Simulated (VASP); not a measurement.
Si (a cell with a defect): single point with PBE

System: Si (a cell with a defect).

```
Si
1.0
     0.00000   -7.69186    0.00000
     6.16740    1.92297    6.28881
    -7.66113    1.92297    6.28881
Si
31
Direct
  0.46464 0.99962 0.88164
  0.71593 0.47904 0.37712
  0.97523 0.00181 0.88523
  0.03454 0.99156 0.12439
  0.28557 0.55058 0.58519
  0.52351 0.99084 0.12144
  0.78356 0.51272 0.61645
  0.16194 0.89547 0.76442
  0.66885 0.89791 0.77028
  0.39971 0.37558 0.26748
  0.92682 0.37433 0.26306
  0.09150 0.62618 0.72386
  0.58502 0.62800 0.72511
  0.33641 0.10637 0.23491
  0.83198 0.10300 0.22924
  0.02509 0.25120 0.80731
  0.50612 0.25163 0.80826
  0.26446 0.70673 0.36106
  0.76167 0.73163 0.32007
  0.23743 0.28343 0.65985
  0.73952 0.26598 0.68747
  0.47206 0.74246 0.20534
  0.99782 0.74149 0.20227
  0.14826 0.02908 0.56348
  0.64863 0.02509 0.56702
  0.39183 0.51349 0.06821
  0.89390 0.51225 0.06395
  0.10686 0.49046 0.92848
  0.60089 0.49173 0.93012
  0.35376 0.97278 0.43677
  0.85268 0.97707 0.43396
```

- Program: VASP 6.6.1
- Task: single point
- Functional: PBE
- Potentials or basis: VASP PAW PBE potentials, release 64 (Si)
- Cutoff: 400 eV
- k mesh: 2 × 2 × 1
- Occupations: gaussian, width 0.05 eV
- Spin: collinear spin

The pressure is -1.6 GPa. The largest force is 0.041 eV/Å and the net moment is 0.46 μB per cell. The site moments are Si +0.00, +0.01, +0.07, +0.02 (each value once) μB and the valence electrons inside the program's atomic spheres are Si 1.66, 1.64, 1.57, 1.65, 1.67, 1.60, 1.59, 1.69, 1.68, 1.58, 1.71 (each value once).

Forces in eV/Å, atoms in the order of the input:
```
Si  -0.001  0.003  0.003
Si  -0.009  0.004  0.040
Si   0.000 -0.001  0.002
Si   0.001 -0.006 -0.022
Si   0.002 -0.004  0.011
Si   0.008 -0.002  0.001
Si   0.007  0.004 -0.004
Si  -0.006  0.004 -0.007
Si  -0.013 -0.002 -0.011
Si  -0.003 -0.004 -0.011
Si   0.001 -0.004 -0.009
Si  -0.012  0.012 -0.011
Si  -0.013 -0.008 -0.004
Si   0.017  0.004  0.007
Si   0.011  0.009  0.011
Si   0.010  0.004  0.000
Si   0.013 -0.004 -0.001
Si  -0.017  0.004  0.010
Si  -0.028 -0.008  0.000
Si   0.000  0.001  0.001
Si   0.015 -0.004 -0.003
Si  -0.003 -0.006 -0.007
Si   0.003  0.003 -0.005
Si   0.003  0.006  0.009
Si   0.004 -0.002  0.008
Si   0.028  0.013 -0.009
Si   0.010 -0.007 -0.003
Si   0.005 -0.003 -0.006
Si  -0.016 -0.002 -0.001
Si  -0.005 -0.002  0.012
Si  -0.010 -0.001  0.000
```

Stress tensor (GPa, compression positive):
```
-4.92 -0.07  0.77
-0.07  0.24  0.05
 0.77  0.05 -0.16
```

Levels at points of the mesh, in eV from the Fermi level:
Spin up:
| k point | band 60 | band 61 | band 62 | band 63 | band 64 | band 65 |
| --- | --- | --- | --- | --- | --- | --- |
| (0.00, 0.00, 0.00) | -0.17 | -0.05 | 0.20 | 0.74 | 1.01 | 1.04 |
| (0.50, 0.00, 0.00) | -0.85 | -0.54 | -0.24 | -0.12 | 1.09 | 1.57 |
| (0.00, 0.50, 0.00) | -0.53 | -0.45 | -0.16 | 0.54 | 1.05 | 1.14 |
| (0.50, 0.50, 0.00) | -0.86 | -0.62 | -0.30 | -0.11 | 0.82 | 1.79 |
Spin down:
```tsv
k point	band 58	band 59	band 60	band 61	band 62	band 63	band 64	band 65	band 66	band 67
(0.00, 0.00, 0.00)	-0.56	-0.36	-0.17	-0.01	0.24	0.75	1.01	1.05	1.26	1.32
(0.50, 0.00, 0.00)	-1.09	-0.95	-0.84	-0.50	-0.21	0.07	1.10	1.58	1.84	2.00
(0.00, 0.50, 0.00)	-0.62	-0.60	-0.52	-0.45	-0.07	0.57	1.13	1.15	1.33	1.39
(0.50, 0.50, 0.00)	-0.99	-0.91	-0.85	-0.61	-0.17	0.01	0.83	1.80	1.91	2.02
```

Wall time 23 min on 1 thread of Intel Xeon 8259CL, with other jobs on the host, peak memory 0.7 GiB.

Caveat: the k points lie up to 0.64 Å⁻¹ apart.
